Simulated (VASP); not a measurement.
Runs of VASP 6.6.1 on AlP. The structure is cubic, space group F-43m (No. 216). Conventional cell: a = 5.451 Å, b = 5.451 Å, c = 5.451 Å, α = 90.00°, β = 90.00°, γ = 90.00°. Al (site symmetry -43m) has 4 P at 2.36 Å within 3.1 Å. Within 3.1 Å of P (site symmetry -43m) lie 4 Al at 2.36 Å. 

```csv
level,potentials or basis,gap on the mesh (eV),pressure (GPa)
LDA,"VASP PAW LDA potentials, release 64 (Al, P)",1.43,-0.8
PBEsol,"VASP PAW PBE potentials, release 64 (Al, P)",1.43,1.0
RPBE,"VASP PAW PBE potentials, release 64 (Al, P)",1.65,4.2
BLYP,"VASP PAW PBE potentials, release 64 (Al, P)",(a),5.3
revPBE,"VASP PAW PBE potentials, release 64 (Al, P)",(b),3.8
```

Alike in all rows: task single point; no spin polarisation; cell as given; k mesh 8 × 8 × 8; cutoff (eV) 500; smearing gaussian 0.01 eV.

Task: Estimate the missing entries.

Result: (a) 1.83; (b) 1.62.

Caveats: the PAW data sets were made with another functional, which shifts forces and pressure a little (some runs).

A k mesh can miss the band edges.
